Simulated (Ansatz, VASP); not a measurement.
Two plane-wave programs on Al30Ga

```xyz
31
Lattice="8.1000 0.0000 0.0000 0.0000 8.1000 0.0000 0.0000 0.0000 8.1000" Properties=species:S:1:pos:R:3 pbc="T T T"
Al    4.0500    0.0179    0.0179
Al    6.0616    2.0245    0.0204
Al    6.0616    0.0204    2.0245
Al    0.0000   -0.0051   -0.0051
Al    2.0384    2.0245    0.0204
Al    4.0500    4.0372    0.0101
Al    6.0857    6.0829   -0.0094
Al    2.0384    0.0204    2.0245
Al    6.0710    4.0406    2.0154
Al    4.0500    0.0101    4.0372
Al    6.0710    2.0154    4.0406
Al    6.0857   -0.0094    6.0829
Al    0.0000    4.0620   -0.0136
Al    2.0143    6.0829   -0.0094
Al    0.0000    2.0218    2.0218
Al    2.0290    4.0406    2.0154
Al    4.0500    6.0843    2.0168
Al    0.0000   -0.0136    4.0620
Al    2.0290    2.0154    4.0406
Al    6.0846    6.0779    4.0591
Al    2.0143   -0.0094    6.0829
Al    4.0500    2.0168    6.0843
Al    6.0846    4.0591    6.0779
Al    0.0000    6.0846    2.0218
Al    0.0000    4.0599    4.0599
Al    2.0154    6.0779    4.0591
Al    0.0000    2.0218    6.0846
Al    2.0154    4.0591    6.0779
Al    4.0500    6.0779    6.0779
Al    0.0000    6.0768    6.0768
Ga    4.0500    4.0002    4.0002
```

Alike in both runs: functional PBE; dispersion D3(BJ); k mesh 3 × 3 × 3; occupations gaussian, width 0.05 eV; no spin polarisation.

Ansatz relaxed the structure, and its values are those at the end. VASP's run is a single point on that final structure, the one shown.

|  | VASP | Ansatz |
| --- | --- | --- |
| version | VASP 6.6.1 | Ansatz 0.2.0 |
| potentials or method | VASP PAW PBE potentials, release 64 (Al, Ga_d), cutoff 520 eV | scalar-relativistic, plane waves, PAW |
| valence electrons in the cell | 103 | 103 |

|  | VASP | Ansatz | Ansatz less VASP |
| --- | --- | --- | --- |
| rms of the force components (eV/Å) | 0.004 | 0.004 | -0.0005 |
